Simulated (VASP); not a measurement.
The system is Zr.

```
CELL_PARAMETERS angstrom
3.23200 0.00000 0.00000
-1.61600 2.79899 0.00000
0.00000 0.00000 5.14700
ATOMIC_POSITIONS crystal
Zr 0.66667 0.33333 0.75000
Zr 0.33333 0.66667 0.25000
```

Base run:

```yaml
Program: VASP 6.6.1
Functional: PBEsol
Potentials_or_basis: VASP PAW PBE potentials, release 64 (Zr_sv)
Cutoff: 520 eV
k_mesh: 7 × 7 × 4
Occupations: fermi-dirac, width 0.05 eV
Spin: non-collinear spin, zero start, spin-orbit coupling
Starting_moments: "[[0.0, 0.0, 0.0], [0.0, 0.0, 0.0]] μB"
```

Its results: pressure -3.2 GPa; net moment 0.00 μB per cell.

Task: The run is repeated on the same cell with these changes: functional from PBEsol to PBE. What comes out?

Result: Pressure 0.5 GPa; net moment 0.00 μB per cell.

PBE binds less tightly than PBEsol, so the same cell stands under more pressure.

Caveats: the cell stands under tension (at least some runs); the PAW data sets were made with another functional, which shifts forces and pressure a little (at least some runs).
